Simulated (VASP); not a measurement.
# Mo (P6/mmm) in VASP: a series of runs

The runs below take Mo through single point, with PBE.

All numbers are computed with VASP 6.6.1; they aren't measurements. Logs are shortened: lines on timing, memory, paths and dates and some standing lists are left out, and cuts for length are marked.

## Step 1: The cell of the first run

Symmetry: P6/mmm, No. 191, hexagonal system. Conventional cell: a = 2.818 Å, b = 2.818 Å, c = 2.632 Å, α = 90.00°, β = 90.00°, γ = 120.00°. Mo (site symmetry 6/mmm) has 8 Mo at 2.63 to 2.82 Å within 3.5 Å.

## Step 2: Single point, PBE (strain +0.030 along x and y, +0.030 along z)

The input, INCAR:

```
  ALGO = Normal
  EDIFF = 1E-6
  ENCUT = 520
  GGA = PE
  ISIF = 2
  ISMEAR = 0
  LASPH = T
  LCHARG = F
  LREAL = F
  LWAVE = F
  NBANDS = 13
  NELM = 60
  PREC = Accurate
  SIGMA = 0.15
```

The input, KPOINTS:

```
k-points
0
Gamma
  21 21 18
```

The input, POSCAR:

```
Mo
1.0
    2.8175757091      0.0000000000      0.0000000000
   -1.4087878546      2.4400921412      0.0000000000
    0.0000000000      0.0000000000      2.6318361210
Mo
1
Direct
    0.0000000000      0.0000000000      0.5000000000
```

Potentials or basis: VASP PAW PBE potentials, release 64 (Mo_sv).

Command:

```bash
> cat potpaw_PBE.64/Mo_sv/POTCAR > POTCAR
> mpirun -np 1 vasp_std > vasp.out
```

OUTCAR:

```text
EDIFF = 1E-6
   ENCUT = 520
   GGA = PE
   ISIF = 2
   ISMEAR = 0
   LASPH = T
   LREAL = F
   NELM = 60
   PREC = Accurate

 ion  position               nearest neighbor table
   1  0.000  0.000  0.500-

  LATTYP: Found a hexagonal cell.
 ALAT       =     2.8175757091
 C/A-ratio  =     0.9340782264

  Lattice vectors:

 A1 = (   2.8175757091,   0.0000000000,   0.0000000000)
 A2 = (  -1.4087878546,   2.4400921412,   0.0000000000)
 A3 = (   0.0000000000,   0.0000000000,   2.6318361210)

Analysis of symmetry for initial positions (statically):
=====================================================================
 Subroutine PRICEL returns:
 Original cell was already a primitive cell.

 Routine SETGRP: Setting up the symmetry group for a
 hexagonal supercell.

 Subroutine GETGRP returns: Found 24 space group operations
 (whereof 24 operations were pure point group operations)
 out of a pool of 24 trial point group operations.

The static configuration has the point symmetry D_6h.

Analysis of symmetry for dynamics (positions and initial velocities):
=====================================================================
 Subroutine PRICEL returns:
 Original cell was already a primitive cell.

 Routine SETGRP: Setting up the symmetry group for a
 hexagonal supercell.

 Subroutine GETGRP returns: Found 24 space group operations
 (whereof 24 operations were pure point group operations)
 out of a pool of 24 trial point group operations.

The dynamic configuration has the point symmetry D_6h.

 Subroutine INISYM returns: Found 24 space group operations
 (whereof 24 operations are pure point group operations),
 and found     1 'primitive' translations

----------------------------------------------------------------------------------------

                                     Primitive cell

  volume of cell :      18.0943

  direct lattice vectors                    reciprocal lattice vectors
     2.817575709  0.000000000  0.000000000     0.354915042  0.204910295  0.000000000
    -1.408787855  2.440092141  0.000000000     0.000000000  0.409820590  0.000000000
     0.000000000  0.000000000  2.631836121     0.000000000  0.000000000  0.379962868

  length of vectors
     2.817575709  2.817575709  2.631836121     0.409820590  0.409820590  0.379962868

  position of ions in fractional coordinates (direct lattice)
     0.000000000  0.000000000  0.500000000

  ion indices of the primitive-cell ions
   primitive index   ion index
                 1           1

----------------------------------------------------------------------------------------

 KPOINTS: k-points

Automatic generation of k-mesh.
 Grid dimensions read from file:
 generate k-points for:   21   21   18

 Generating k-lattice:

  Cartesian coordinates                     Fractional coordinates (reciprocal lattice)
     0.016900716  0.009757633  0.000000000     0.047619048  0.000000000  0.000000000
     0.000000000  0.019515266  0.000000000     0.000000000  0.047619048  0.000000000
     0.000000000  0.000000000  0.021109048     0.000000000  0.000000000  0.055555556

  Length of vectors
     0.019515266  0.019515266  0.021109048

  Shift w.r.t. Gamma in fractional coordinates (k-lattice)
     0.000000000  0.000000000  0.000000000

 Subroutine IBZKPT returns following result:
 ===========================================

 Found    480 irreducible k-points:

 Following reciprocal coordinates:
            Coordinates               Weight
  0.000000  0.000000  0.000000      1.000000
  0.047619  0.000000  0.000000      6.000000
  0.095238  0.000000  0.000000      6.000000
  0.142857 -0.000000  0.000000      6.000000
  0.190476  0.000000  0.000000      6.000000
  0.238095  0.000000  0.000000      6.000000
[... 16 lines left out ...]
  0.142857  0.095238  0.000000     12.000000
  0.190476  0.095238  0.000000     12.000000
 [... further k-points ...]
   k-points           NKPTS =    480   k-points in BZ     NKDIM =    480   number of bands    NBANDS=     13
   number of dos      NEDOS =    301   number of ions     NIONS =      1
   total plane-waves  NPLWV =  11520
   dimension x,y,z NGX =    24 NGY =   24 NGZ =   20
   dimension x,y,z NGXF=    48 NGYF=   48 NGZF=   40
   ions per type =               1
   NGX,Y,Z   is equivalent  to a cutoff of  14.16, 14.16, 12.63 a.u.
   NGXF,Y,Z  is equivalent  to a cutoff of  28.32, 28.32, 25.27 a.u.
 SYSTEM =  unknown system
   PREC   = accura    normal or accurate (medium, high low for compatibility)
   ISTART =      0    job   : 0-new  1-cont  2-samecut
   ICHARG =      2    charge: 1-file 2-atom 10-const
   ISPIN  =      1    spin polarized calculation?
   LNONCOLLINEAR =      F non collinear calculations
   LSORBIT =      F    spin-orbit coupling
   LASPH  =      T    aspherical Exc in radial PAW
   ENCUT  =  520.0 eV  38.22 Ry    6.18 a.u.   5.24  5.24  4.89*2*pi/ulx,y,z
   NELM   =     60;   NELMIN=  2; NELMDL= -5     # of ELM steps
   EDIFF  = 0.1E-05   stopping-criterion for ELM
   LREAL  =      F    real-space projection
   EDIFFG = 0.1E-04   stopping-criterion for IOM
   NSW    =      0    number of steps for IOM
   IBRION =     -1    ionic relax: 0-MD 1-quasi-New 2-CG
   NFREE  =      0    steps in history (QN), initial steepest desc. (CG)
   ISIF   =      2    stress and relaxation
   ISYM   =      2    0-nonsym 1-usesym 2-fastsym
   POTIM  = 0.5000    time-step for ionic-motion
   TEBEG  =    0.0;   TEEND  =   0.0 temperature during run
   PSTRESS=    0.0 pullay stress
   NELECT =      14.0000    total number of electrons
   NUPDOWN=      -1.0000    fix difference up-down
   EMIN   =  10.00;   EMAX   =-10.00  energy-range for DOS
   EFERMI =   0.00;   METHOD = LEGACY
   ISMEAR =     0;   SIGMA  =   0.15  broadening in eV -4-tet -1-fermi 0-gaus
   EFERMI_NEDOS =   21; number of points for ismear=-14 and -15
   IALGO  =     38    algorithm
   IMIX   =      4    mixing-type and parameters
     AMIX     =   0.40;   BMIX     =  1.00
     AMIX_MAG =   1.60;   BMIX_MAG =  1.00
  volume/ion in A,a.u.               =      18.09       122.11
  Fermi-wavevector in a.u.,A,eV,Ry     =   1.502925  2.840116 30.732613  2.258783
  Thomas-Fermi vector in A             =   2.614102
   LORBIT       =      0    0 simple, 1 ext, 2 COOP (PROOUT), +10 PAW based schemes
   GGA     = PE    functional components
   LHFCALC =     F    Hartree Fock is set to
   AEXX    =    0.0000 exact exchange contribution
   IVDW    =     0    specifies the selected vdW correction
   LEPSILON=     F    determine dielectric tensor
   LRPA    =     F    only Hartree local field effects (RPA)
 non-spin polarized calculation
 Gauss-broadening in eV      SIGMA  =   0.15
  energy-cutoff  :      520.00
  volume of cell :       18.09
 maximum number of plane-waves:       498
 NGX is ok and might be reduce to    24
   NGX = 11   NGY = 11   NGZ =  9

 number of electron      14.0000002 magnetization

 Free energy of the ion-electron system (eV)
  ---------------------------------------------------
  ext. energy  EPLUGINS =         0.00000000
  ---------------------------------------------------
  free energy    TOTEN  =       -10.00849554 eV

  energy without entropy =       -9.99671657  energy(sigma->0) =      -10.00260606

 E-fermi :  10.2784     XC(G=0): -12.4921

 val. band max:       10.2722749361   @ k =   0.2857   0.0476   0.2778
 cond. band min:      10.2805626822   @ k =   0.0952   0.0476   0.2222
 fundamental gap:      0.0082877461
 Fermi energy:        10.2784498164

 k-point     1 :       0.0000    0.0000    0.0000
  band No.  band energies     occupation
      1     -50.7603      2.00000
      2     -24.2117      2.00000
      3     -24.2117      2.00000
      4     -24.1818      2.00000
      5       3.7999      2.00000
      6       6.3979      2.00000
      7       9.5087      2.00000
      8       9.5087      2.00000
      9      13.8850      0.00000
     10      13.8850      0.00000
     11      23.2099      0.00000
     12      25.3223      0.00000
     13      29.8575      0.00000

 k-point     2 :       0.0476    0.0000    0.0000
  band No.  band energies     occupation
      1     -50.7569      2.00000
      2     -24.2361      2.00000
      3     -24.2173      2.00000
      4     -24.1792      2.00000
      5       3.8809      2.00000
      6       6.4319      2.00000
      7       9.4303      2.00000
      8       9.5815      2.00000
      9      13.8020      0.00000
     10      13.8714      0.00000
     11      23.3865      0.00000
     12      25.4842      0.00000
     13      29.3358      0.00000

 k-point     3 :       0.0952    0.0000    0.0000
  band No.  band energies     occupation
      1     -50.7469      2.00000
      2     -24.3068      2.00000
      3     -24.2333      2.00000
      4     -24.1719      2.00000
      5       4.1159      2.00000
      6       6.5314      2.00000
      7       9.2187      2.00000
      8       9.7978      1.99999
      9      13.5705      0.00000
     10      13.8320      0.00000
     11      23.8731      0.00000
     12      25.9493      0.00000
     13      28.2456      0.00000
[... 305 lines left out ...]
 k-point    23 :       0.1429    0.0952    0.0000
  band No.  band energies     occupation
      1     -50.7028      2.00000
      2     -24.5952      2.00000
      3     -24.3167      2.00000
      4     -24.1396      2.00000
      5       5.1306      2.00000
      6       6.9846      2.00000
      7       8.4615      2.00000
      8      10.9248      0.00000
      9      12.7295      0.00000
     10      13.6200      0.00000
     11      24.7718      0.00000
     12      25.5117      0.00000
     13      27.9336      0.00000

 k-point    24 :       0.1905    0.0952    0.0000
  band No.  band energies     occupation
      1     -50.6811      2.00000
      2     -24.7323      2.00000
      3     -24.3592      2.00000
      4     -24.1236      2.00000
      5       5.5979      2.00000
      6       7.1504      2.00000
      7       8.3244      2.00000
      8      11.5593      0.00000
      9      12.3746      0.00000
     10      13.5128      0.00000
     11      23.7412      0.00000
     12      25.1201      0.00000
     13      28.6629      0.00000

 [... further k-points ...]
[... 5 lines left out ...]
  --------------------------------------------------------------------------------------
  -------------------------------------------------------------------------------------
  Total       -1.2257455     -1.2257455     -1.8366537      0.0000000     -0.0000000      0.0000000
  in kB     -108.5351031   -108.5351031   -162.6287067      0.0000000     -0.0000000      0.0000000
  external PRESSURE =    -126.5663043 kB  Pullay stress =       0.0000000 kB

 VOLUME and BASIS-vectors are now :
 -----------------------------------------------------------------------------
  energy-cutoff  :      520.00
  volume of cell :       18.09
      direct lattice vectors                 reciprocal lattice vectors
     2.817575709  0.000000000  0.000000000     0.354915042  0.204910295  0.000000000
    -1.408787855  2.440092141  0.000000000     0.000000000  0.409820590  0.000000000
     0.000000000  0.000000000  2.631836121     0.000000000  0.000000000  0.379962868

 POSITION                                       TOTAL-FORCE (eV/Angst)
 -----------------------------------------------------------------------------------
      0.00000      0.00000      1.31592         0.000000      0.000000      0.000000
 -----------------------------------------------------------------------------------
    total drift:                                0.000000      0.000000     -0.000000

  FREE ENERGIE OF THE ION-ELECTRON SYSTEM (eV)
  ---------------------------------------------------
  free  energy   TOTEN  =       -10.0084955409 eV

  energy  without entropy=       -9.9967165693  energy(sigma->0) =      -10.00260606
```

Wall time 44 s (1 thread of Intel Xeon Platinum 8259CL at 2.50GHz (Skylake/Cascade Lake), shared host); peak memory 0.22 GiB.

What came out:

```yaml
Free_energy: -10.0085 eV
Pressure: -12.7 GPa
Band_gap_on_the_k_mesh: zero (band 7 reaches 11.09 eV, above the bottom of band 8 at 9.51 eV)
```

Stress tensor (GPa, compression positive):
```
-10.85   0.00   0.00
  0.00 -10.85   0.00
  0.00   0.00 -16.26
```

Caveat: the cell differs from its parent crystal (strain +0.030 along x and y, +0.030 along z).

(Part 1 of 2 ends here.)
